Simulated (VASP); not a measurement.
P:

```
CELL_PARAMETERS angstrom
-1.40625 1.40625 1.40625
1.40625 -1.40625 1.40625
1.40625 1.40625 -1.40625
ATOMIC_POSITIONS crystal
P 0.00000 0.00000 0.00000
```

This isn't the form of P at room conditions, which is orthorhombic.

- Program: VASP 6.6.1
- Task: relaxation of cell and atoms
- Functional: PBE
- Potentials or basis: VASP PAW PBE potentials, release 64 (P)
- Cutoff: 600 eV
- k mesh: 16 × 16 × 16
- Occupations: fermi-dirac, width 0.03 eV
- Spin: no spin polarisation

At the start: pressure 37.6 GPa; volume 11.12 Å³/atom.

Task: How do energy, volume and symmetry change on relaxing?

Result: Over 4 steps the energy falls by 296.4 meV/atom and the volume is 14.23 Å³/atom (+28.0 %); space group Im-3m (No. 229, to 0.1 Å) before and after.

The path:
```tsv
step	energy change (eV)	largest force (eV/Å)	pressure (GPa)	volume (Å³)
1	0.0000	0.0000	37.60	11.12
2	-0.2466	0.0000	-8.85	15.88
3	-0.2963	0.0000	0.42	14.17
4	-0.2964	0.0000	-0.04	14.23
```

Final structure:
```
P
1.0
    -1.52671    1.52671    1.52671
     1.52671   -1.52671    1.52671
     1.52671    1.52671   -1.52671
P
1
Direct
  0.00000 0.00000 0.00000
```

Caveat: the volume moved by over 15 % at a fixed basis, so the end points are rough.
